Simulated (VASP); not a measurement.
# BiW (P2_13) in VASP: notebook

Runs on BiW. Level: PBE. Tasks: single point, relaxation of cell and atoms.

Everything below comes from runs of VASP 6.6.1. Logs are shortened: lines on timing, memory, paths and dates and some standing lists are left out, and cuts for length are marked.

## 1. The cell of the first run

Symmetry: P2_13, No. 198, cubic system. Conventional cell: a = 5.516 Å, b = 5.516 Å, c = 5.516 Å, α = 90.00°, β = 90.00°, γ = 90.00°. Bi (site symmetry 3) has 7 W at 2.79 to 3.12 Å and 6 Bi at 3.42 Å within 3.7 Å. W (site symmetry 3) has 7 Bi at 2.79 to 3.12 Å and 6 W at 3.38 Å within 3.7 Å.

## 2. Single point, PBE

Contents of INCAR:

```
PREC     = Accurate       # precision mode
ENCUT    = 520            # plane-wave cutoff, eV
EDIFF    = 1E-6           # SCF threshold, eV
ISMEAR   = 0              # smearing method
SIGMA    = 0.1            # smearing width, eV
LREAL    = F              # projectors in reciprocal space
LASPH    = T              # aspherical terms in the spheres
NELM     = 100            # most SCF steps
ALGO     = Fast           # electronic algorithm
ISIF     = 2              # what is computed and relaxed
LWAVE    = F              # write WAVECAR
LCHARG   = F              # write CHGCAR
GGA      = PE             # functional
NBANDS   = 68             # bands
```

Contents of KPOINTS:

```
Automatic mesh
0
Gamma
  4 4 4
```

Contents of POSCAR:

```
BiW
1.0
    5.5163294531      0.0000000000      0.0000000000
    0.0000000000      5.5163294531      0.0000000000
    0.0000000000      0.0000000000      5.5163294531
Bi W
4 4
Direct
    0.1592039295      0.1592039295      0.1592039295
    0.3407960705      0.8407960705      0.6592039295
    0.6592039295      0.3407960705      0.8407960705
    0.8407960705      0.6592039295      0.3407960705
    0.8670719122      0.8670719122      0.8670719122
    0.6329280878      0.1329280878      0.3670719122
    0.3670719122      0.6329280878      0.1329280878
    0.1329280878      0.3670719122      0.6329280878
```

Potentials or basis: VASP PAW PBE potentials, release 64 (Bi_d, W_sv).

Run with:

```sh
$ cat potpaw_PBE.64/Bi_d/POTCAR potpaw_PBE.64/W_sv/POTCAR > POTCAR
$ mpirun -np 1 vasp_std > vasp.out
```

OUTCAR:

```text
PREC = Accurate
   ENCUT = 520
   EDIFF = 1E-6
   ISMEAR = 0
   LREAL = F
   LASPH = T
   NELM = 100
   ISIF = 2
   GGA = PE

 ion  position               nearest neighbor table
   1  0.159  0.159  0.159-   5 2.79   6 2.86   7 2.86   8 2.86   8 3.12   7 3.12   6 3.12   4 3.42
                             4 3.42   2 3.42   2 3.42   3 3.42   3 3.42
   2  0.341  0.841  0.659-   6 2.79   5 2.86   7 2.86   8 2.86   5 3.12   8 3.12   7 3.12   3 3.42
                             3 3.42   1 3.42   1 3.42   4 3.42   4 3.42
   3  0.659  0.341  0.841-   7 2.79   6 2.86   5 2.86   8 2.86   5 3.12   6 3.12   8 3.12   2 3.42
                             2 3.42   4 3.42   1 3.42   1 3.42   4 3.42
   4  0.841  0.659  0.341-   8 2.79   6 2.86   7 2.86   5 2.86   7 3.12   5 3.12   6 3.12   1 3.42
                             1 3.42   3 3.42   2 3.42   3 3.42   2 3.42
   5  0.867  0.867  0.867-   1 2.79   2 2.86   3 2.86   4 2.86   4 3.12   3 3.12   2 3.12   7 3.38
                             7 3.38   8 3.38   8 3.38   6 3.38   6 3.38
   6  0.633  0.133  0.367-   2 2.79   1 2.86   3 2.86   4 2.86   1 3.12   4 3.12   3 3.12   8 3.38
                             8 3.38   7 3.38   5 3.38   7 3.38   5 3.38
   7  0.367  0.633  0.133-   3 2.79   2 2.86   1 2.86   4 2.86   1 3.12   2 3.12   4 3.12   5 3.38
                             5 3.38   8 3.38   6 3.38   6 3.38   8 3.38
   8  0.133  0.367  0.633-   4 2.79   2 2.86   3 2.86   1 2.86   3 3.12   1 3.12   2 3.12   6 3.38
                             6 3.38   7 3.38   5 3.38   5 3.38   7 3.38

  LATTYP: Found a simple cubic cell.
 ALAT       =     5.5163294531

  Lattice vectors:

 A1 = (   5.5163294531,   0.0000000000,   0.0000000000)
 A2 = (   0.0000000000,   5.5163294531,   0.0000000000)
 A3 = (   0.0000000000,   0.0000000000,   5.5163294531)

Analysis of symmetry for initial positions (statically):
=====================================================================
 Subroutine PRICEL returns:
 Original cell was already a primitive cell.

 Routine SETGRP: Setting up the symmetry group for a
 simple cubic supercell.

 Subroutine GETGRP returns: Found 12 space group operations
 (whereof  3 operations were pure point group operations)
 out of a pool of 48 trial point group operations.

The static configuration has the point symmetry C_3 .
 The point group associated with its full space group is T   .

Analysis of symmetry for dynamics (positions and initial velocities):
=====================================================================
 Subroutine PRICEL returns:
 Original cell was already a primitive cell.

 Routine SETGRP: Setting up the symmetry group for a
 simple cubic supercell.

 Subroutine GETGRP returns: Found 12 space group operations
 (whereof  3 operations were pure point group operations)
 out of a pool of 48 trial point group operations.

The dynamic configuration has the point symmetry C_3 .
 The point group associated with its full space group is T   .

 Subroutine INISYM returns: Found 12 space group operations
 (whereof  3 operations are pure point group operations),
 and found     1 'primitive' translations

----------------------------------------------------------------------------------------

                                     Primitive cell

  volume of cell :     167.8613

  direct lattice vectors                    reciprocal lattice vectors
     5.516329453  0.000000000  0.000000000     0.181279963  0.000000000  0.000000000
     0.000000000  5.516329453  0.000000000     0.000000000  0.181279963  0.000000000
     0.000000000  0.000000000  5.516329453     0.000000000  0.000000000  0.181279963

  length of vectors
     5.516329453  5.516329453  5.516329453     0.181279963  0.181279963  0.181279963

  position of ions in fractional coordinates (direct lattice)
     0.159203930  0.159203930  0.159203930
     0.340796070  0.840796070  0.659203930
     0.659203930  0.340796070  0.840796070
     0.840796070  0.659203930  0.340796070
     0.867071912  0.867071912  0.867071912
     0.632928088  0.132928088  0.367071912
     0.367071912  0.632928088  0.132928088
     0.132928088  0.367071912  0.632928088

  ion indices of the primitive-cell ions
   primitive index   ion index
                 1           1
                 2           2
                 3           3
                 4           4
                 5           5
                 6           6
                 7           7
                 8           8

----------------------------------------------------------------------------------------

 KPOINTS: Automatic mesh

Automatic generation of k-mesh.
 Grid dimensions read from file:
 generate k-points for:    4    4    4

 Generating k-lattice:

  Cartesian coordinates                     Fractional coordinates (reciprocal lattice)
     0.045319991  0.000000000  0.000000000     0.250000000  0.000000000  0.000000000
[... 56 lines left out ...]
   NELECT =     116.0000    total number of electrons
   NUPDOWN=      -1.0000    fix difference up-down
   EMIN   =  10.00;   EMAX   =-10.00  energy-range for DOS
   EFERMI =   0.00;   METHOD = LEGACY
   ISMEAR =     0;   SIGMA  =   0.10  broadening in eV -4-tet -1-fermi 0-gaus
   EFERMI_NEDOS =   21; number of points for ismear=-14 and -15
   IALGO  =     68    algorithm
   IMIX   =      4    mixing-type and parameters
     AMIX     =   0.40;   BMIX     =  1.00
     AMIX_MAG =   1.60;   BMIX_MAG =  1.00
  volume/ion in A,a.u.               =      20.98       141.60
  Fermi-wavevector in a.u.,A,eV,Ry     =   1.447362  2.735118 28.502274  2.094858
  Thomas-Fermi vector in A             =   2.565326
   LORBIT       =      0    0 simple, 1 ext, 2 COOP (PROOUT), +10 PAW based schemes
   GGA     = PE    functional components
   LHFCALC =     F    Hartree Fock is set to
   AEXX    =    0.0000 exact exchange contribution
   IVDW    =     0    specifies the selected vdW correction
   LEPSILON=     F    determine dielectric tensor
   LRPA    =     F    only Hartree local field effects (RPA)
 non-spin polarized calculation
 RMM-DIIS sequential band-by-band and
 Gauss-broadening in eV      SIGMA  =   0.10
  energy-cutoff  :      520.00
  volume of cell :      167.86
 maximum number of plane-waves:      4632
 NGX is ok and might be reduce to    42
   NGX = 21   NGY = 21   NGZ = 21

 number of electron     116.0000015 magnetization

 Free energy of the ion-electron system (eV)
  ---------------------------------------------------
  ext. energy  EPLUGINS =         0.00000000
  ---------------------------------------------------
  free energy    TOTEN  =       -57.86148432 eV

  energy without entropy =      -57.81663345  energy(sigma->0) =      -57.83905889

 E-fermi :  10.8176     XC(G=0): -12.1584

 val. band max:       10.8039040139   @ k =   0.5000   0.5000   0.5000
 cond. band min:      10.8229505236   @ k =   0.2500   0.2500   0.0000
 fundamental gap:      0.0190465097
 Fermi energy:        10.8176128826

 k-point     1 :       0.0000    0.0000    0.0000
  band No.  band energies     occupation
      1     -63.4719      2.00000
      2     -63.4654      2.00000
      3     -63.4654      2.00000
      4     -63.4654      2.00000
      5     -27.7526      2.00000
      6     -27.7526      2.00000
[... 60 lines left out ...]
     67      12.7486      0.00000
     68      14.3648      0.00000

 k-point     2 :       0.2500    0.0000    0.0000
  band No.  band energies     occupation
      1     -63.4712      2.00000
      2     -63.4671      2.00000
      3     -63.4652      2.00000
      4     -63.4646      2.00000
      5     -27.7633      2.00000
      6     -27.7563      2.00000
[... 60 lines left out ...]
     67      12.9561      0.00000
     68      13.4376      0.00000

 k-point     3 :       0.5000    0.0000    0.0000
  band No.  band energies     occupation
      1     -63.4693      2.00000
      2     -63.4693      2.00000
      3     -63.4647      2.00000
      4     -63.4647      2.00000
      5     -27.7627      2.00000
      6     -27.7627      2.00000
[... 557 lines left out ...]
     67      13.4814      0.00000
     68      13.6404      0.00000

 k-point    11 :       0.5000    0.5000    0.5000
  band No.  band energies     occupation
      1     -63.4671      2.00000
      2     -63.4671      2.00000
      3     -63.4671      2.00000
      4     -63.4671      2.00000
      5     -27.7509      2.00000
      6     -27.7509      2.00000
[... 60 lines left out ...]
     67      12.4541      0.00000
     68      12.4541      0.00000

------------------------ aborting loop because EDIFF is reached ----------------------------------------

  FORCE on cell =-STRESS in cart. coord.  units (eV):
  Direction    XX          YY          ZZ          XY          YZ          ZX
  --------------------------------------------------------------------------------------
  -------------------------------------------------------------------------------------
  Total        0.1045756      0.1045756      0.1045756     -0.0000000      0.0000000      0.0000000
  in kB        0.9981371      0.9981371      0.9981371     -0.0000000      0.0000000      0.0000000
  external PRESSURE =       0.9981371 kB  Pullay stress =       0.0000000 kB

 VOLUME and BASIS-vectors are now :
 -----------------------------------------------------------------------------
  energy-cutoff  :      520.00
  volume of cell :      167.86
      direct lattice vectors                 reciprocal lattice vectors
     5.516329453  0.000000000  0.000000000     0.181279963  0.000000000  0.000000000
     0.000000000  5.516329453  0.000000000     0.000000000  0.181279963  0.000000000
     0.000000000  0.000000000  5.516329453     0.000000000  0.000000000  0.181279963

 POSITION                                       TOTAL-FORCE (eV/Angst)
 -----------------------------------------------------------------------------------
      0.87822      0.87822      0.87822         0.000219      0.000219      0.000219
      1.87994      4.63811      3.63639        -0.000219     -0.000219      0.000219
      3.63639      1.87994      4.63811         0.000219     -0.000219     -0.000219
      4.63811      3.63639      1.87994        -0.000219      0.000219     -0.000219
      4.78305      4.78305      4.78305        -0.010606     -0.010606     -0.010606
      3.49144      0.73328      2.02489         0.010606      0.010606     -0.010606
      2.02489      3.49144      0.73328        -0.010606      0.010606      0.010606
      0.73328      2.02489      3.49144         0.010606     -0.010606      0.010606
 -----------------------------------------------------------------------------------
    total drift:                               -0.000000     -0.000000     -0.000000

  FREE ENERGIE OF THE ION-ELECTRON SYSTEM (eV)
  ---------------------------------------------------
  free  energy   TOTEN  =       -57.8614843245 eV

  energy  without entropy=      -57.8166334514  energy(sigma->0) =      -57.83905889
```

Run time: 78 s. Hardware: 1 thread of Intel Xeon 6975P-C (Granite Rapids), shared host; peak memory 0.31 GiB.

Results:

| Item | Value |
| --- | --- |
| Free energy | -57.8615 eV |
| Pressure | 0.1 GPa |
| Largest force | 0.018 eV/Å |
| Band gap on the k mesh | zero (band 58 reaches 10.98 eV, above the bottom of band 59 at 10.75 eV) |

Forces in eV/Å, atoms in the order of the input:
```
Bi   0.000  0.000  0.000
Bi   0.000  0.000  0.000
Bi   0.000  0.000  0.000
Bi   0.000  0.000  0.000
W   -0.011 -0.011 -0.011
W    0.011  0.011 -0.011
W   -0.011  0.011  0.011
W    0.011 -0.011  0.011
```

Caveat: spin-orbit coupling is left out, which moves the levels of the heavy elements.

## 3. Single point, PBE

This run uses another cell than the first one, of 21.58 Å³/atom, 1.028 times its volume.

INCAR, as its differences from that of step 2:

```diff
@@ -7,3 +7,3 @@
 LASPH    = T              # aspherical terms in the spheres
-NELM     = 100            # most SCF steps
+NELM     = 80             # most SCF steps
 ALGO     = Fast           # electronic algorithm
```

KPOINTS is that of step 2.

Contents of POSCAR:

```
BiW
1.0
    5.5678722051      0.0000000000      0.0000000000
    0.0000000000      5.5678722051      0.0000000000
    0.0000000000      0.0000000000      5.5678722051
Bi W
4 4
Direct
    0.1340000000      0.1340000000      0.1340000000
    0.3660000000      0.8660000000      0.6340000000
    0.6340000000      0.3660000000      0.8660000000
    0.8660000000      0.6340000000      0.3660000000
    0.8445000000      0.8445000000      0.8445000000
    0.6555000000      0.1555000000      0.3445000000
    0.3445000000      0.6555000000      0.1555000000
    0.1555000000      0.3445000000      0.6555000000
```

Potentials or basis: VASP PAW PBE potentials, release 64 (Bi_d, W_sv).

Run with:

```sh
$ cat potpaw_PBE.64/Bi_d/POTCAR potpaw_PBE.64/W_sv/POTCAR > POTCAR
$ mpirun -np 1 vasp_std > vasp.out
```

Run time: 100 s. Hardware: 1 thread of Intel Xeon 6975P-C (Granite Rapids), shared host; peak memory 0.3 GiB.

The run converged. Its results:

```yaml
Free_energy: -56.6908 eV
Pressure: -1.9 GPa
Largest_force: 1.386 eV/Å
Band_gap_on_the_k_mesh: zero (band 58 reaches 10.90 eV, above the bottom of band 59 at 10.16 eV)
```

Forces in eV/Å, atoms in the order of the input:
```
Bi   0.800  0.800  0.800
Bi  -0.800 -0.800  0.800
Bi   0.800 -0.800 -0.800
Bi  -0.800  0.800 -0.800
W    0.259  0.259  0.259
W   -0.259 -0.259  0.259
W    0.259 -0.259 -0.259
W   -0.259  0.259 -0.259
```

Levels at points of the mesh, in eV from the Fermi level:
```
           k point  band 54  band 55  band 56  band 57  band 58  band 59  band 60  band 61  band 62  band 63
(0.00, 0.00, 0.00)    -2.01    -2.01     0.53     0.53     0.53     0.55     0.55     0.73     0.83     0.83
(0.50, 0.00, 0.00)    -1.87    -0.94    -0.94    -0.08    -0.08     0.37     0.37     0.49     0.49     1.25
(0.50, 0.50, 0.00)    -1.19    -0.92    -0.92    -0.66    -0.66     0.13     0.13     0.58     0.58     1.18
(0.50, 0.50, 0.50)    -0.35    -0.35    -0.35    -0.21    -0.21    -0.21    -0.21     0.30     0.30     0.30
```

Caveat: spin-orbit coupling is left out, which moves the levels of the heavy elements; forces of over 1 eV/Å act on the atoms, so gaps and moduli don't describe the material at rest.

## 4. Relaxation of cell and atoms, PBE

This run uses another cell than the first one, of 21.58 Å³/atom, 1.028 times its volume.

Contents of INCAR:

```
SYSTEM = BiW
ALGO = Fast ; EDIFF = 1E-6
EDIFFG = -0.04 ; ENCUT = 600
GGA = PE ; IBRION = 2
ISIF = 3 ; ISMEAR = 0
LASPH = .True. ; LCHARG = .False.
LREAL = .False. ; LWAVE = .False.
NELM = 80 ; NSW = 90
PREC = Accurate ; SIGMA = 0.1
```

Contents of KPOINTS:

```
k-points
0
Gamma
  4 4 4
  0 0 0
```

POSCAR is that of step 3.

Run with:

```sh
$ cat potpaw_PBE.64/Bi_d/POTCAR potpaw_PBE.64/W_sv/POTCAR > POTCAR
$ mpirun -np 1 vasp_std > vasp.out
```

It took 26 min on 1 thread of Intel Xeon 6975P-C (Granite Rapids), shared host; peak memory 0.42 GiB.

Results (log left out):

| Property | Result |
| --- | --- |
| Free energy | -57.8626 eV |
| Relaxed volume | 20.97 Å³/atom |
| Relaxed cell | a = 5.516 Å, b = 5.516 Å, c = 5.516 Å, α = 90.00°, β = 90.00°, γ = 90.00° |
| Space group after relaxing (to 0.05 Å) | P2_13 (No. 198) |
| Energy gained by relaxing | 146.4 meV/atom |
| Ionic steps | 18 |
| Pressure after relaxing | 0.3 GPa |
| Largest force after relaxing | 0.032 eV/Å |
| Band gap on the k mesh | zero (band 58 reaches 10.99 eV, above the bottom of band 59 at 10.76 eV) |

Forces on the atoms (eV/Å):
```
Bi  -0.012 -0.012 -0.012
Bi   0.012  0.012 -0.012
Bi  -0.012  0.012  0.012
Bi   0.012 -0.012  0.012
W   -0.018 -0.018 -0.018
W    0.018  0.018 -0.018
W   -0.018  0.018  0.018
W    0.018 -0.018  0.018
```

The path:
| step | energy change (eV) | largest force (eV/Å) | pressure (GPa) | volume (Å³) |
| --- | --- | --- | --- | --- |
| 1 | 0.0000 | 1.3862 | -1.88 | 172.61 |
| 2 | -0.4054 | 1.2163 | 1.48 | 166.38 |
| 3 | -0.5811 | 0.7327 | 9.64 | 156.89 |
| 4 | -0.6065 | 0.8165 | 6.73 | 159.67 |
| 5 | -0.7799 | 0.6970 | 5.11 | 160.97 |
| 6 | -0.9838 | 0.5755 | 2.06 | 164.46 |
| 7 | -0.9844 | 0.5668 | 1.90 | 164.68 |
| 8 | -1.0209 | 0.5679 | 0.58 | 166.12 |
| 9 | -1.0454 | 0.5608 | -1.25 | 168.28 |
| 10 | -1.0790 | 0.5062 | -0.71 | 167.69 |
| 11 | -1.1287 | 0.2445 | 0.99 | 165.98 |
| 12 | -1.1468 | 0.2614 | 0.01 | 167.32 |
| 13 | -1.1514 | 0.2933 | -0.83 | 168.62 |
| 14 | -1.1644 | 0.2134 | -0.04 | 168.01 |
| 15 | -1.1653 | 0.1845 | 0.23 | 167.81 |
| 16 | -1.1702 | 0.0866 | -0.12 | 168.26 |
| 17 | -1.1711 | 0.0329 | -0.33 | 168.52 |
| 18 | -1.1715 | 0.0318 | 0.27 | 167.79 |

Final structure:
```xyz
8
Lattice="5.5156 0.0000 0.0000 0.0000 5.5156 0.0000 0.0000 0.0000 5.5156" Properties=species:S:1:pos:R:3 pbc="T T T"
Bi    0.8792    0.8792    0.8792
Bi    1.8786    4.6363    3.6370
Bi    3.6370    1.8786    4.6363
Bi    4.6363    3.6370    1.8786
W     4.7836    4.7836    4.7836
W     3.4898    0.7320    2.0258
W     2.0258    3.4898    0.7320
W     0.7320    2.0258    3.4898
```

Levels at points of the mesh, in eV from the Fermi level:
```
           k point  band 56  band 57  band 58  band 59  band 60  band 61
(0.00, 0.00, 0.00)     0.08     0.08     0.08     0.67     0.67     1.06
(0.50, 0.00, 0.00)    -0.94     0.13     0.13     0.32     0.32     0.91
(0.50, 0.50, 0.00)    -0.84    -0.78    -0.78     0.03     0.03     0.83
(0.50, 0.50, 0.50)    -0.49    -0.01    -0.01    -0.01    -0.01     0.85
```

Caveat: spin-orbit coupling is left out, which moves the levels of the heavy elements.

## 5. Summary

```tsv
task	cell	cutoff (eV)	gap on the mesh (eV)	pressure (GPa)	largest force (eV/Å)
single point	a = 5.516 Å, 8 atoms	520	none	0.1	0.02
single point	a = 5.568 Å, 8 atoms	520	none	-1.9	1.39
relaxation of cell and atoms	relaxed from a = 5.568 Å, 8 atoms	600	none	0.3	0.03
```

Alike in all rows: level PBE; potentials or basis VASP PAW PBE potentials, release 64 (Bi_d, W_sv); no spin polarisation; k mesh 4 × 4 × 4; smearing gaussian 0.1 eV.

Caveats: spin-orbit coupling is left out, which moves the levels of the heavy elements; forces of over 1 eV/Å act on the atoms, so gaps and moduli don't describe the material at rest (some runs).

Total energies depend on the potentials used, so only differences within one code and one set of settings carry meaning.
